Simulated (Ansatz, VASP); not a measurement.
# Two plane-wave programs on ZnSe

POSCAR

```
ZnSe
1.0
    4.1077000000      0.0000000000      0.0000000000
    0.0000000000      4.1077000000      0.0000000000
    0.0000000000      0.0000000000      6.0703500000
Zn Se
2 2
Direct
    0.0000000000      0.0000000000      0.0000000000
    0.5000000000      0.5000000000      0.0000000000
    0.0000000000      0.5000000000      0.2462800000
    0.5000000000      0.0000000000      0.7537200000
```

File INCAR.step1:

```
SYSTEM = ZnSe
PREC = Accurate
ENCUT = 400
EDIFF = 1E-5
ISMEAR = 0
SIGMA = 0.01
LREAL = .FALSE.
LASPH = .TRUE.
NELM = 120
ALGO = Normal
ISIF = 2
LWAVE = .TRUE.
LCHARG = .FALSE.
GGA = PE
NBANDS = 26
GGA_COMPAT = .FALSE.
```

The input INCAR.step2:

```
SYSTEM = ZnSe
PREC = Accurate
ENCUT = 400
EDIFF = 1E-6
ISMEAR = 0
SIGMA = 0.01
LREAL = .FALSE.
LASPH = .TRUE.
NELM = 120
ALGO = Normal
ISIF = 2
LWAVE = .FALSE.
LCHARG = .FALSE.
GGA = PE
LHFCALC = .TRUE.
AEXX = 0.25
PRECFOCK = Normal
ISTART = 1
NBANDS = 26
GGA_COMPAT = .FALSE.
```

Contents of KPOINTS:

```
Automatic mesh
0
G
  4 4 2
  0 0 0
```

Input for Ansatz:

```yaml
crystal:
  lattice:
    - [4.1077, 0.0, 0.0]
    - [0.0, 4.1077, 0.0]
    - [0.0, 0.0, 6.07035]
  atoms:
    - { symbol: Zn, position: [0.0, 0.0, 0.0] }
    - { symbol: Zn, position: [0.5, 0.5, 0.0] }
    - { symbol: Se, position: [0.0, 0.5, 0.24628] }
    - { symbol: Se, position: [0.5, 0.0, 0.75372] }
basis:
  ecutwfc: 450.0
kpoints:
  mp_grid:
    grid: [4, 4, 2]
hamiltonian:
  xc: pbe0
scf:
  occupations:
    method: fixed
output:
  eigenvalues: true
```

Alike in both runs: task single point; functional PBE0; k mesh 4 × 4 × 2; no spin polarisation.

```csv
,VASP,Ansatz
version,VASP 6.6.1,Ansatz 0.2.0
potentials or method,"VASP PAW PBE potentials, release 64 (Zn, Se), cutoff 400 eV","plane waves, PAW"
occupations,"gaussian, width 0.01 eV",fixed
valence electrons in the cell,36,56
```

Ansatz gave:

```
gap on the k mesh at the Fermi level (eV) : 3.61
```

Q: Estimate VASP's values.

A: gap on the k mesh at the Fermi level (eV): 3.64.

VASP's potentials hold 36 valence electrons a cell and Ansatz's 56, so a difference there can come from the potentials and not from the codes.

The k mesh is coarse, so the values compare programs but aren't converged.
